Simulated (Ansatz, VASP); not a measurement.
# One calculation of MgO2, two programs

```
Mg O
1.0
     1.56464    0.90335    3.66868
    -1.56464    0.90335    3.66868
     0.00000   -1.80669    3.66868
Mg O
1 2
Direct
  0.00000 0.00000 0.00000
  0.42879 0.42879 0.42879
  0.57121 0.57121 0.57121
```

Change from the starting cell: strain -0.025 along x and y, +0.050 along z, atoms carried along.

Alike in both runs: task single point; functional r2SCAN; k mesh 12 × 12 × 12; occupations gaussian, width 0.05 eV; no spin polarisation.

```csv
,VASP,Ansatz
version,VASP 6.6.1,Ansatz 0.2.0
potentials or method,"VASP PAW PBE potentials, release 64 (Mg, O), cutoff 520 eV","scalar-relativistic, plane waves, PAW"
valence electrons in the cell,14,22
```

|  | VASP | Ansatz | Ansatz less VASP |
| --- | --- | --- | --- |
| gap on the k mesh at the Fermi level (eV) | 1.84 | 1.87 | +0.022 |
| least direct gap on the mesh (eV) | 1.84 | 1.87 | +0.022 |
| pressure (GPa) | -8.9 | -8.3 | +0.56 |
| traceless stress, the component that is largest in VASP (GPa) | -19.29 | -20.16 | -0.877 |
| rms of the force components (eV/Å) | 0.594 | 0.673 | +0.0793 |

VASP's potentials were made for PBE, not for r2SCAN. Atom by atom the forces differ by 0.079 eV/Å (rms over components). VASP's potentials hold 14 valence electrons a cell and Ansatz's 22, so a difference there can come from the potentials and not from the codes.
